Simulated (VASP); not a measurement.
Runs of VASP 6.6.1 on AlN. The structure is that of space group F-43m (No. 216), or close to it. The cells are those of the table. 

```tsv
cell	gap on the mesh (eV)	pressure (GPa)
a = 3.167, b = 3.167, c = 3.089 Å, angles 60.8, 60.8, 58.4°, 2 atoms	3.74	-9.7
a = 3.050, b = 3.050, c = 3.089 Å, angles 59.6, 59.6, 60.8°, 2 atoms	3.81	(c)
a = 3.207, b = 3.207, c = 3.089 Å, angles 61.2, 61.2, 57.6°, 2 atoms	3.64	(b)
a = 3.127, b = 3.127, c = 3.089 Å, angles 60.4, 60.4, 59.2°, 2 atoms	(a)	-5.2
```

Alike in all rows: task single point; level r2SCAN; potentials or basis VASP PAW PBE potentials, release 64 (Al, N); no spin polarisation; k mesh 10 × 10 × 10; cutoff (eV) 520; smearing gaussian 0.05 eV.

Estimate the missing entries.

(a) 3.84; (b) -13.7; (c) 5.4.

Caveats: the PAW data sets were made with another functional, which shifts forces and pressure a little.

A k mesh can miss the band edges.
